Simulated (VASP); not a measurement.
# InAs (rocksalt type) (Fm-3m) in VASP: further runs

Runs on InAs (rocksalt type). Level: PBE. Tasks: single point, relaxation of cell and atoms.

Everything below comes from runs of VASP 6.6.1. Logs are shortened: lines on timing, memory, paths and dates and some standing lists are left out, and cuts for length are marked.

**1. The cell of the first run**

Symmetry: Fm-3m, No. 225, cubic system. The conventional cell has a = 5.750 Å, b = 5.750 Å, c = 5.750 Å, α = 90.00°, β = 90.00°, γ = 90.00°. In (site symmetry m-3m) has 6 As at 2.88 Å within 3.8 Å. As (site symmetry m-3m) has 6 In at 2.88 Å within 3.8 Å.

**2. Single point, PBE**

File INCAR:

```
ALGO = Normal
EDIFF = 1E-6
ENCUT = 520
GGA = PE
ISIF = 2
ISMEAR = -1
LASPH = T
LCHARG = F
LREAL = F
LWAVE = F
NBANDS = 16
NELM = 80
PREC = Accurate
SIGMA = 0.05
```

File KPOINTS:

```
k-points
0
Gamma
  13 13 13
```

File POSCAR:

```
InAs
1.0
    0.0000000000      2.8750311251      2.8750311251
    2.8750311251      0.0000000000      2.8750311251
    2.8750311251      2.8750311251      0.0000000000
In As
1 1
Direct
    0.0000000000      0.0000000000      0.0000000000
    0.5000000000      0.5000000000      0.5000000000
```

Potentials or basis: VASP PAW PBE potentials, release 64 (In_d, As).

Run with:

```sh
> cat potpaw_PBE.64/In_d/POTCAR potpaw_PBE.64/As/POTCAR > POTCAR
> mpirun -np 1 vasp_std > vasp.out
```

OUTCAR:

```text
EDIFF = 1E-6
   ENCUT = 520
   GGA = PE
   ISIF = 2
   ISMEAR = -1
   LASPH = T
   LREAL = F
   NELM = 80
   PREC = Accurate

 ion  position               nearest neighbor table
   1  0.000  0.000  0.000-   2 2.88   2 2.88   2 2.88   2 2.88   2 2.88   2 2.88
   2  0.500  0.500  0.500-   1 2.88   1 2.88   1 2.88   1 2.88   1 2.88   1 2.88

  LATTYP: Found a face centered cubic cell.
 ALAT       =     5.7500622502

  Lattice vectors:

 A1 = (   0.0000000000,   2.8750311251,   2.8750311251)
 A2 = (   2.8750311251,   0.0000000000,   2.8750311251)
 A3 = (   2.8750311251,   2.8750311251,   0.0000000000)

Analysis of symmetry for initial positions (statically):
=====================================================================
 Subroutine PRICEL returns:
 Original cell was already a primitive cell.

 Routine SETGRP: Setting up the symmetry group for a
 face centered cubic supercell.

 Subroutine GETGRP returns: Found 48 space group operations
 (whereof 48 operations were pure point group operations)
 out of a pool of 48 trial point group operations.

The static configuration has the point symmetry O_h .

Analysis of symmetry for dynamics (positions and initial velocities):
=====================================================================
 Subroutine PRICEL returns:
 Original cell was already a primitive cell.

 Routine SETGRP: Setting up the symmetry group for a
 face centered cubic supercell.

 Subroutine GETGRP returns: Found 48 space group operations
 (whereof 48 operations were pure point group operations)
 out of a pool of 48 trial point group operations.

The dynamic configuration has the point symmetry O_h .

 Subroutine INISYM returns: Found 48 space group operations
 (whereof 48 operations are pure point group operations),
 and found     1 'primitive' translations

----------------------------------------------------------------------------------------

                                     Primitive cell

  volume of cell :      47.5289

  direct lattice vectors                    reciprocal lattice vectors
     0.000000000  2.875031125  2.875031125    -0.173911161  0.173911161  0.173911161
     2.875031125  0.000000000  2.875031125     0.173911161 -0.173911161  0.173911161
     2.875031125  2.875031125  0.000000000     0.173911161  0.173911161 -0.173911161

  length of vectors
[... 79 lines left out ...]
   LASPH  =      T    aspherical Exc in radial PAW
   ENCUT  =  520.0 eV  38.22 Ry    6.18 a.u.   7.56  7.56  7.56*2*pi/ulx,y,z
   NELM   =     80;   NELMIN=  2; NELMDL= -5     # of ELM steps
   EDIFF  = 0.1E-05   stopping-criterion for ELM
   LREAL  =      F    real-space projection
   EDIFFG = 0.1E-04   stopping-criterion for IOM
   NSW    =      0    number of steps for IOM
   IBRION =     -1    ionic relax: 0-MD 1-quasi-New 2-CG
   NFREE  =      0    steps in history (QN), initial steepest desc. (CG)
   ISIF   =      2    stress and relaxation
   ISYM   =      2    0-nonsym 1-usesym 2-fastsym
   POTIM  = 0.5000    time-step for ionic-motion
   TEBEG  =    0.0;   TEEND  =   0.0 temperature during run
   PSTRESS=    0.0 pullay stress
   NELECT =      18.0000    total number of electrons
   NUPDOWN=      -1.0000    fix difference up-down
   EMIN   =  10.00;   EMAX   =-10.00  energy-range for DOS
   EFERMI =   0.00;   METHOD = LEGACY
   ISMEAR =    -1;   SIGMA  =   0.05  broadening in eV -4-tet -1-fermi 0-gaus
   EFERMI_NEDOS =   21; number of points for ismear=-14 and -15
   IALGO  =     38    algorithm
   IMIX   =      4    mixing-type and parameters
     AMIX     =   0.40;   BMIX     =  1.00
     AMIX_MAG =   1.60;   BMIX_MAG =  1.00
  volume/ion in A,a.u.               =      23.76       160.37
  Fermi-wavevector in a.u.,A,eV,Ry     =   1.184440  2.238267 19.087592  1.402898
  Thomas-Fermi vector in A             =   2.320654
   LORBIT       =      0    0 simple, 1 ext, 2 COOP (PROOUT), +10 PAW based schemes
   GGA     = PE    functional components
   LHFCALC =     F    Hartree Fock is set to
   AEXX    =    0.0000 exact exchange contribution
   IVDW    =     0    specifies the selected vdW correction
   LEPSILON=     F    determine dielectric tensor
   LRPA    =     F    only Hartree local field effects (RPA)
 non-spin polarized calculation
  energy-cutoff  :      520.00
  volume of cell :       47.53
 maximum number of plane-waves:      1307
   NGX = 15   NGY = 15   NGZ = 15

 number of electron      18.0000001 magnetization

 Free energy of the ion-electron system (eV)
  ---------------------------------------------------
  ext. energy  EPLUGINS =         0.00000000
  ---------------------------------------------------
  free energy    TOTEN  =        -7.32608720 eV

  energy without entropy =       -7.31676050  energy(sigma->0) =       -7.32142385

 E-fermi :   5.9155     XC(G=0): -10.1076

 val. band max:        5.9118138477   @ k =  -0.1538   0.2308   0.0769
 cond. band min:       5.9354149187   @ k =   0.3846   0.3077   0.0769
 fundamental gap:      0.0236010711
 Fermi energy:         5.9155109671

 k-point     1 :       0.0000    0.0000    0.0000
  band No.  band energies     occupation
      1      -8.3822      2.00000
      2      -8.3822      2.00000
      3      -8.3619      2.00000
      4      -8.3619      2.00000
      5      -8.3619      2.00000
      6      -6.1599      2.00000
[... 433 lines left out ...]
      3      -8.3629      2.00000
      4      -8.3223      2.00000
      5      -8.3039      2.00000
      6      -4.4624      2.00000
[... 8 lines left out ...]
     15      17.7958      0.00000
     16      18.1609      0.00000

 [... further k-points ...]

------------------------ aborting loop because EDIFF is reached ----------------------------------------

  FORCE on cell =-STRESS in cart. coord.  units (eV):
  Direction    XX          YY          ZZ          XY          YZ          ZX
  --------------------------------------------------------------------------------------
  -------------------------------------------------------------------------------------
  Total        0.0107617      0.0107617      0.0107617      0.0000000     -0.0000000      0.0000000
  in kB        0.3627727      0.3627727      0.3627727      0.0000000     -0.0000000      0.0000000
  external PRESSURE =       0.3627727 kB  Pullay stress =       0.0000000 kB

 VOLUME and BASIS-vectors are now :
 -----------------------------------------------------------------------------
  energy-cutoff  :      520.00
  volume of cell :       47.53
      direct lattice vectors                 reciprocal lattice vectors
     0.000000000  2.875031125  2.875031125    -0.173911161  0.173911161  0.173911161
     2.875031125  0.000000000  2.875031125     0.173911161 -0.173911161  0.173911161
     2.875031125  2.875031125  0.000000000     0.173911161  0.173911161 -0.173911161

 POSITION                                       TOTAL-FORCE (eV/Angst)
 -----------------------------------------------------------------------------------
      0.00000      0.00000      0.00000        -0.000000      0.000000     -0.000000
      2.87503      2.87503      2.87503         0.000000      0.000000      0.000000
 -----------------------------------------------------------------------------------
    total drift:                               -0.000000      0.000000      0.000000

  FREE ENERGIE OF THE ION-ELECTRON SYSTEM (eV)
  ---------------------------------------------------
  free  energy   TOTEN  =        -7.3260872008 eV

  energy  without entropy=       -7.3167605012  energy(sigma->0) =       -7.32142385
```

OSZICAR:

```text
N       E                     dE             d eps       ncg     rms          rms(c)
DAV:   1     0.106560429180E+03    0.10656E+03   -0.83676E+03  2696   0.126E+03
DAV:   2    -0.842496565794E+00   -0.10740E+03   -0.10280E+03  2952   0.295E+02
DAV:   3    -0.734890178665E+01   -0.65064E+01   -0.64401E+01  3448   0.696E+01
DAV:   4    -0.750002564344E+01   -0.15112E+00   -0.15105E+00  3304   0.111E+01
DAV:   5    -0.750663090546E+01   -0.66053E-02   -0.66051E-02  3944   0.201E+00    0.356E+00
DAV:   6    -0.733354771791E+01    0.17308E+00   -0.30105E-01  3880   0.910E+00    0.192E+00
DAV:   7    -0.732580874610E+01    0.77390E-02   -0.54542E-02  3984   0.216E+00    0.651E-01
DAV:   8    -0.732595581545E+01   -0.14707E-03   -0.43594E-03  3416   0.837E-01    0.101E-01
DAV:   9    -0.732608545776E+01   -0.12964E-03   -0.39068E-04  3608   0.263E-01    0.687E-02
DAV:  10    -0.732608560141E+01   -0.14365E-06   -0.22044E-05  3352   0.400E-02    0.400E-02
DAV:  11    -0.732608717303E+01   -0.15716E-05   -0.64642E-06  3448   0.242E-02    0.568E-03
DAV:  12    -0.732608720076E+01   -0.27732E-07   -0.11976E-06  2512   0.149E-02
   1 F= -.73260872E+01 E0= -.73214239E+01  d E =-.932670E-02
```

stdout:

```text
POSCAR found type information on POSCAR InAs
 POSCAR found :  2 types and       2 ions
 scaLAPACK will be used
 LDA part: xc-table for (Slater+PW92), standard interpolation
 POSCAR, INCAR and KPOINTS ok, starting setup
 FFT: planning ... GRIDC
 FFT: planning ... GRID_SOFT
 FFT: planning ... GRID
 WAVECAR not read
 entering main loop
```

Wall time 2.1 min (1 thread of AMD EPYC, shared host); peak memory 0.18 GiB.

What came out:

* Free energy: -7.3261 eV
* Pressure: 0.0 GPa
* Band gap on the k mesh: zero (bands 9 and 10 overlap by 2.57 eV)

Caveat: spin-orbit coupling is left out, which moves the levels of the heavy elements.

**3. Relaxation of cell and atoms, PBE**

This run uses another cell than the first one, of 20.43 Å³/atom.

File INCAR:

```
SYSTEM = InAs
ALGO = Normal ; EDIFF = 1E-6
EDIFFG = -0.005 ; ENCUT = 600
GGA = PE ; IBRION = 2
ISIF = 3 ; ISMEAR = -1
LASPH = .TRUE. ; LCHARG = .FALSE.
LREAL = .FALSE. ; LWAVE = .FALSE.
NELM = 100 ; NSW = 60
PREC = Accurate ; SIGMA = 0.05
```

File KPOINTS:

```
k-points
0
G
  13 13 13
  0 0 0
```

File POSCAR:

```
InAs
1.0
    0.0000000000      2.7338947002      2.7338947002
    2.7338947002      0.0000000000      2.7338947002
    2.7338947002      2.7338947002      0.0000000000
In As
1 1
Direct
    0.0000000000      0.0000000000      0.0000000000
    0.5000000000      0.5000000000      0.5000000000
```

Potentials or basis: VASP PAW PBE potentials, release 64 (In_d, As).

Run with:

```sh
> cat potpaw_PBE.64/In_d/POTCAR potpaw_PBE.64/As/POTCAR > POTCAR
> mpirun -np 1 vasp_std > vasp.out
```

Wall time 7.6 min (1 thread of AMD EPYC, shared host); peak memory 0.2 GiB.

The run converged. Its results:

```
Free energy                           : -7.3249 eV
Relaxed volume                        : 23.78 Å³/atom
Relaxed cell                          : a = 4.067 Å, b = 4.067 Å, c = 4.067 Å, α = 60.00°, β = 60.00°, γ = 60.00°
Space group after relaxing (to 0.1 Å) : Fm-3m (No. 225)
Energy gained by relaxing             : 121.9 meV/atom
Ionic steps                           : 5
Pressure after relaxing               : 0.0 GPa
Band gap on the k mesh                : zero (bands 9 and 10 overlap by 2.56 eV)
```

The path:
| step | energy change (eV) | largest force (eV/Å) | pressure (GPa) | volume (Å³) |
| --- | --- | --- | --- | --- |
| 1 | 0.0000 | 0.0000 | 13.63 | 40.87 |
| 2 | -0.1764 | 0.0000 | -4.44 | 52.03 |
| 3 | -0.2437 | 0.0000 | 0.07 | 47.53 |
| 4 | -0.2437 | 0.0000 | -0.11 | 47.67 |
| 5 | -0.2437 | 0.0000 | 0.01 | 47.56 |

Final structure:
```cif
data_structure
_symmetry_space_group_name_H-M 'P 1'
_symmetry_Int_Tables_number 1
_cell_length_a 4.0668
_cell_length_b 4.0668
_cell_length_c 4.0668
_cell_angle_alpha 60.000
_cell_angle_beta 60.000
_cell_angle_gamma 60.000
_cell_volume 47.56
loop_
_atom_site_label
_atom_site_type_symbol
_atom_site_fract_x
_atom_site_fract_y
_atom_site_fract_z
_atom_site_occupancy
In1 In 0.00000 0.00000 0.00000 1
As1 As 0.50000 0.50000 0.50000 1
```

Levels at points of the mesh, in eV from the Fermi level:
```csv
k point,band 7,band 8,band 9,band 10,band 11,band 12
"(0.00, 0.00, 0.00)",-0.62,-0.16,-0.16,-0.16,7.21,7.21
```

Caveat: the volume moved by over 15 % at a fixed basis, so the end points are rough; spin-orbit coupling is left out, which moves the levels of the heavy elements.
